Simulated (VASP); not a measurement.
# SrTiO3 (Imma) in VASP: single point with PBEsol

Aim: the single point of SrTiO3 with PBEsol.

All numbers are computed with VASP 6.6.1; they aren't measurements. Logs are shortened: lines on timing, memory, paths and dates and some standing lists are left out, and cuts for length are marked.

## Step 1: The cell of the first run

The structure is orthorhombic, space group Imma (No. 74). Conventional cell: a = 5.503 Å, b = 7.782 Å, c = 5.503 Å, α = 90.00°, β = 90.00°, γ = 90.00°. Within 3.5 Å of Sr (site symmetry mm2) lie 12 O at 2.68 to 2.82 Å and 8 Ti at 3.37 Å. Within 2.6 Å of Ti (site symmetry 2/m) lie 6 O at 1.95 Å. Within 2.9 Å of O (site symmetry 2) lie 2 Ti at 1.95 Å and 8 O at 2.68 to 2.83 Å and 4 Sr at 2.72 to 2.79 Å. Within 2.9 Å of O (site symmetry mm2) lie 2 Ti at 1.95 Å and 8 O at 2.68 to 2.83 Å and 4 Sr at 2.68 to 2.82 Å.

## Step 2: Single point, PBEsol (atoms displaced along a vibrational mode)

INCAR

```
PREC = Accurate
ENCUT = 520
EDIFF = 1E-6
ISMEAR = 0
SIGMA = 0.05
LREAL = F
LASPH = T
NELM = 80
ALGO = Normal
ISIF = 2
LWAVE = F
LCHARG = T
GGA = PS
LELF = T
LVHAR = T
NBANDS = 51
```

KPOINTS

```
regular mesh
0
Gamma
  6 6 6
```

POSCAR

```
SrTiO3
1.0
   -3.8911201354      0.0000000000     -3.8911201354
    0.0000000000     -3.8911201354     -3.8911201354
   -3.8911201354     -3.8911201354      0.0000000000
Sr Ti O
2 2 6
Direct
    0.0000000000      0.0000000000     -0.0005965363
    0.5000000000      0.5000000000      0.5005965363
    0.2500000000      0.2500000000      0.2500000000
    0.7500000000      0.7500000000      0.7500000000
    0.5068146198      0.0068146198      0.4931853802
   -0.0068146198      0.4931853802      0.0068146198
    0.4931853802     -0.0068146198      0.0068146198
    0.0068146198      0.5068146198      0.4931853802
    0.5000000000      0.5000000000      0.0136292396
    1.0000000000      1.0000000000      0.4863707604
```

Potentials or basis: VASP PAW PBE potentials, release 64 (Sr_sv, Ti_sv, O).

Run with:

```console
> cat potpaw_PBE.64/Sr_sv/POTCAR potpaw_PBE.64/Ti_sv/POTCAR potpaw_PBE.64/O/POTCAR > POTCAR
> mpirun -np 1 vasp_std > vasp.out
```

OUTCAR:

```text
PREC = Accurate
   ENCUT = 520
   EDIFF = 1E-6
   ISMEAR = 0
   LREAL = F
   LASPH = T
   NELM = 80
   ISIF = 2
   GGA = PS

 ion  position               nearest neighbor table
   1  0.000  0.000  0.999-  10 2.68   6 2.72   7 2.72   8 2.72   5 2.72   9 2.75   9 2.75   6 2.79
                             8 2.79   7 2.79   5 2.79  10 2.82   3 3.37   4 3.37   3 3.37   3 3.37
   2  0.500  0.500  0.501-   9 2.68   6 2.72   7 2.72   8 2.72   5 2.72  10 2.75  10 2.75   7 2.79
                             5 2.79   6 2.79   8 2.79   9 2.82   4 3.37   3 3.37   3 3.37   3 3.37
   3  0.250  0.250  0.250-   5 1.95   6 1.95   7 1.95   8 1.95   9 1.95  10 1.95   1 3.37   2 3.37
                             1 3.37   1 3.37   2 3.37   2 3.37   2 3.37   1 3.37
   4  0.750  0.750  0.750-   5 1.95   6 1.95   7 1.95   8 1.95   9 1.95  10 1.95   1 3.37   2 3.37
                             2 3.37   2 3.37   1 3.37   1 3.37   2 3.37   1 3.37
   5  0.507  0.007  0.493-   3 1.95   4 1.95   1 2.72   2 2.72   2 2.79   1 2.79
   6  0.993  0.493  0.007-   3 1.95   4 1.95   1 2.72   2 2.72   2 2.79   1 2.79
   7  0.493  0.993  0.007-   3 1.95   4 1.95   1 2.72   2 2.72   1 2.79   2 2.79
   8  0.007  0.507  0.493-   3 1.95   4 1.95   1 2.72   2 2.72   1 2.79   2 2.79
   9  0.500  0.500  0.014-   3 1.95   4 1.95   2 2.68   1 2.75   1 2.75   2 2.82
  10  0.000  0.000  0.486-   3 1.95   4 1.95   1 2.68   2 2.75   2 2.75   1 2.82

  LATTYP: Found a face centered cubic cell.
 ALAT       =     7.7822402708

  Lattice vectors:

 A1 = (  -3.8911201354,   0.0000000000,  -3.8911201354)
 A2 = (   0.0000000000,  -3.8911201354,  -3.8911201354)
 A3 = (  -3.8911201354,  -3.8911201354,   0.0000000000)

Analysis of symmetry for initial positions (statically):
=====================================================================
 Subroutine PRICEL returns:
 Original cell was already a primitive cell.

 Routine SETGRP: Setting up the symmetry group for a
 face centered cubic supercell.

 Subroutine GETGRP returns: Found  8 space group operations
 (whereof  4 operations were pure point group operations)
 out of a pool of 48 trial point group operations.

The static configuration has the point symmetry C_2v.
 The point group associated with its full space group is D_2h.

Analysis of symmetry for dynamics (positions and initial velocities):
=====================================================================
 Subroutine PRICEL returns:
 Original cell was already a primitive cell.

 Routine SETGRP: Setting up the symmetry group for a
 face centered cubic supercell.

 Subroutine GETGRP returns: Found  8 space group operations
 (whereof  4 operations were pure point group operations)
 out of a pool of 48 trial point group operations.

The dynamic configuration has the point symmetry C_2v.
 The point group associated with its full space group is D_2h.

 Subroutine INISYM returns: Found  8 space group operations
 (whereof  4 operations are pure point group operations),
 and found     1 'primitive' translations

----------------------------------------------------------------------------------------

                                     Primitive cell

  volume of cell :     117.8295

  direct lattice vectors                    reciprocal lattice vectors
    -3.891120135  0.000000000 -3.891120135    -0.128497703  0.128497703 -0.128497703
     0.000000000 -3.891120135 -3.891120135     0.128497703 -0.128497703 -0.128497703
    -3.891120135 -3.891120135  0.000000000    -0.128497703 -0.128497703  0.128497703

  length of vectors
     5.502874868  5.502874868  5.502874868     0.222564550  0.222564550  0.222564550

  position of ions in fractional coordinates (direct lattice)
     0.000000000  0.000000000  0.999403464
     0.500000000  0.500000000  0.500596536
     0.250000000  0.250000000  0.250000000
     0.750000000  0.750000000  0.750000000
     0.506814620  0.006814620  0.493185380
     0.993185380  0.493185380  0.006814620
     0.493185380  0.993185380  0.006814620
     0.006814620  0.506814620  0.493185380
     0.500000000  0.500000000  0.013629240
     0.000000000  0.000000000  0.486370760

  ion indices of the primitive-cell ions
   primitive index   ion index
                 1           1
                 2           2
                 3           3
                 4           4
                 5           5
                 6           6
                 7           7
                 8           8
                 9           9
                10          10

----------------------------------------------------------------------------------------

 KPOINTS: regular mesh

Automatic generation of k-mesh.
 Grid dimensions read from file:
 generate k-points for:    6    6    6

 Generating k-lattice:

  Cartesian coordinates                     Fractional coordinates (reciprocal lattice)
    -0.021416284  0.021416284 -0.021416284     0.166666667  0.000000000  0.000000000
     0.021416284 -0.021416284 -0.021416284     0.000000000  0.166666667  0.000000000
    -0.021416284 -0.021416284  0.021416284     0.000000000  0.000000000  0.166666667

  Length of vectors
     0.037094092  0.037094092  0.037094092

  Shift w.r.t. Gamma in fractional coordinates (k-lattice)
     0.000000000  0.000000000  0.000000000

 Subroutine IBZKPT returns following result:
 ===========================================

 Found     46 irreducible k-points:

 Following reciprocal coordinates:
            Coordinates               Weight
  0.000000  0.000000  0.000000      1.000000
  0.166667  0.000000  0.000000      4.000000
  0.000000  0.000000  0.166667      4.000000
  0.333333  0.000000  0.000000      4.000000
  0.000000  0.000000  0.333333      4.000000
  0.500000  0.000000  0.000000      2.000000
[... 16 lines left out ...]
  0.000000 -0.166667  0.166667      8.000000
  0.166667  0.166667  0.333333      2.000000
 [... further k-points ...]
   k-points           NKPTS =     46   k-points in BZ     NKDIM =     46   number of bands    NBANDS=     51
   number of dos      NEDOS =    301   number of ions     NIONS =     10
   total plane-waves  NPLWV =  74088
   dimension x,y,z NGX =    42 NGY =   42 NGZ =   42
   dimension x,y,z NGXF=    84 NGYF=   84 NGZF=   84
   ions per type =               2   2   6
   NGX,Y,Z   is equivalent  to a cutoff of  12.69, 12.69, 12.69 a.u.
   NGXF,Y,Z  is equivalent  to a cutoff of  25.38, 25.38, 25.38 a.u.
 SYSTEM =  unknown system
   PREC   = accura    normal or accurate (medium, high low for compatibility)
   ISTART =      0    job   : 0-new  1-cont  2-samecut
   ICHARG =      2    charge: 1-file 2-atom 10-const
   ISPIN  =      1    spin polarized calculation?
   LNONCOLLINEAR =      F non collinear calculations
   LSORBIT =      F    spin-orbit coupling
   LASPH  =      T    aspherical Exc in radial PAW
   ENCUT  =  520.0 eV  38.22 Ry    6.18 a.u.  10.23 10.23 10.23*2*pi/ulx,y,z
   NELM   =     80;   NELMIN=  2; NELMDL= -5     # of ELM steps
   EDIFF  = 0.1E-05   stopping-criterion for ELM
   LREAL  =      F    real-space projection
   EDIFFG = 0.1E-04   stopping-criterion for IOM
   NSW    =      0    number of steps for IOM
   IBRION =     -1    ionic relax: 0-MD 1-quasi-New 2-CG
   NFREE  =      0    steps in history (QN), initial steepest desc. (CG)
   ISIF   =      2    stress and relaxation
   ISYM   =      2    0-nonsym 1-usesym 2-fastsym
   POTIM  = 0.5000    time-step for ionic-motion
   TEBEG  =    0.0;   TEEND  =   0.0 temperature during run
   PSTRESS=    0.0 pullay stress
   NELECT =      80.0000    total number of electrons
   NUPDOWN=      -1.0000    fix difference up-down
   EMIN   =  10.00;   EMAX   =-10.00  energy-range for DOS
   EFERMI =   0.00;   METHOD = LEGACY
   ISMEAR =     0;   SIGMA  =   0.05  broadening in eV -4-tet -1-fermi 0-gaus
   EFERMI_NEDOS =   21; number of points for ismear=-14 and -15
   IALGO  =     38    algorithm
   IMIX   =      4    mixing-type and parameters
     AMIX     =   0.40;   BMIX     =  1.00
     AMIX_MAG =   1.60;   BMIX_MAG =  1.00
  volume/ion in A,a.u.               =      11.78        79.52
  Fermi-wavevector in a.u.,A,eV,Ry     =   1.438865  2.719061 28.168602  2.070334
  Thomas-Fermi vector in A             =   2.557785
   LORBIT       =      0    0 simple, 1 ext, 2 COOP (PROOUT), +10 PAW based schemes
   GGA     = PS    functional components
   LHFCALC =     F    Hartree Fock is set to
   AEXX    =    0.0000 exact exchange contribution
   IVDW    =     0    specifies the selected vdW correction
   LEPSILON=     F    determine dielectric tensor
   LRPA    =     F    only Hartree local field effects (RPA)
 non-spin polarized calculation
 Gauss-broadening in eV      SIGMA  =   0.05
  energy-cutoff  :      520.00
  volume of cell :      117.83
 maximum number of plane-waves:      3218
 NGX is ok and might be reduce to    42
   NGX = 21   NGY = 21   NGZ = 21

 number of electron      80.0000002 magnetization

 Free energy of the ion-electron system (eV)
  ---------------------------------------------------
  ext. energy  EPLUGINS =         0.00000000
  ---------------------------------------------------
  free energy    TOTEN  =       -83.90985903 eV

  energy without entropy =      -83.90985903  energy(sigma->0) =      -83.90985903

 E-fermi :   4.3916     XC(G=0): -11.5966

 val. band max:        4.1334949260   @ k =   0.0000   0.0000   0.0000
 cond. band min:       5.9397406823   @ k =   0.0000   0.0000   0.0000
 fundamental gap:      1.8062457562
 Fermi energy:         4.3916296183

 k-point     1 :       0.0000    0.0000    0.0000
  band No.  band energies     occupation
      1     -52.0446      2.00000
      2     -52.0396      2.00000
      3     -28.4926      2.00000
      4     -28.4844      2.00000
      5     -28.4834      2.00000
      6     -28.4827      2.00000
[... 43 lines left out ...]
     50       9.4689      0.00000
     51      10.2259      0.00000
[... 1240 lines left out ...]
     50      10.3262      0.00000
     51      11.4026      0.00000

 [... further k-points ...]

------------------------ aborting loop because EDIFF is reached ----------------------------------------

  FORCE on cell =-STRESS in cart. coord.  units (eV):
  Direction    XX          YY          ZZ          XY          YZ          ZX
  --------------------------------------------------------------------------------------
  -------------------------------------------------------------------------------------
  Total        0.5626141      0.5626141      0.5956157     -0.0909676      0.0000000      0.0000000
  in kB        7.6501026      7.6501026      8.0988398     -1.2369255      0.0000000      0.0000000
  external PRESSURE =       7.7996817 kB  Pullay stress =       0.0000000 kB

 VOLUME and BASIS-vectors are now :
 -----------------------------------------------------------------------------
  energy-cutoff  :      520.00
  volume of cell :      117.83
      direct lattice vectors                 reciprocal lattice vectors
    -3.891120135  0.000000000 -3.891120135    -0.128497703  0.128497703 -0.128497703
     0.000000000 -3.891120135 -3.891120135     0.128497703 -0.128497703 -0.128497703
    -3.891120135 -3.891120135  0.000000000    -0.128497703 -0.128497703  0.128497703

 POSITION                                       TOTAL-FORCE (eV/Angst)
 -----------------------------------------------------------------------------------
     -3.88880     -3.88880      0.00000        -0.126162     -0.126162     -0.000000
     -3.89344     -3.89344     -3.89112         0.126162      0.126162      0.000000
     -1.94556     -1.94556     -1.94556         0.000000      0.000000      0.000000
     -5.83668     -5.83668     -5.83668         0.000000     -0.000000      0.000000
     -3.89112     -1.94556     -1.99859         0.000000      0.000000      0.571912
     -3.89112     -1.94556     -5.78365         0.000000      0.000000     -0.571912
     -1.94556     -3.89112     -5.78365         0.000000      0.000000     -0.571912
     -1.94556     -3.89112     -1.99859         0.000000      0.000000      0.571912
     -1.99859     -1.99859     -3.89112         0.572048      0.572048      0.000000
     -1.89253     -1.89253      0.00000        -0.572048     -0.572048     -0.000000
 -----------------------------------------------------------------------------------
    total drift:                               -0.000000     -0.000000     -0.000000

  FREE ENERGIE OF THE ION-ELECTRON SYSTEM (eV)
  ---------------------------------------------------
  free  energy   TOTEN  =       -83.9098590270 eV

  energy  without entropy=      -83.9098590270  energy(sigma->0) =      -83.90985903
```

It took 12 min on 1 thread of Intel Xeon 8259CL, shared host; peak memory 0.38 GiB.

Results:

| Property | Result |
| --- | --- |
| Free energy | -83.9099 eV |
| Pressure | 0.8 GPa |
| Largest force | 0.809 eV/Å |
| Band gap on the k mesh | 1.81 eV |

Forces on the atoms (eV/Å):
```
Sr  -0.126 -0.126  0.000
Sr   0.126  0.126  0.000
Ti   0.000  0.000  0.000
Ti   0.000  0.000  0.000
O    0.000  0.000  0.572
O    0.000  0.000 -0.572
O    0.000  0.000 -0.572
O    0.000  0.000  0.572
O    0.572  0.572  0.000
O   -0.572 -0.572  0.000
```

Levels at points of the mesh, in eV from the valence-band top:
```
           k point  band 36  band 37  band 38  band 39  band 40  band 41  band 42  band 43  band 44  band 45
(0.00, 0.00, 0.00)    -0.35    -0.35    -0.04    -0.03     0.00     1.81     1.81     1.81     4.36     4.39
(0.50, 0.00, 0.00)    -1.00    -0.94    -0.94    -0.64    -0.64     3.31     3.31     3.35     3.35     3.48
(0.00, 0.00, 0.50)    -0.99    -0.95    -0.91    -0.73    -0.56     3.33     3.33     3.36     3.37     3.43
(0.50, 0.50, 0.00)    -1.61    -1.51    -0.76    -0.74    -0.12     1.98     3.75     3.79     3.80     3.81
(0.00, 0.50, 0.50)    -1.62    -1.56    -0.74    -0.73    -0.11     1.99     3.77     3.77     3.83     3.84
```

Caveat: the cell differs from its parent crystal (atoms displaced along a vibrational mode); the PAW data sets were made with another functional, which shifts forces and pressure a little. A k mesh can miss the band edges.
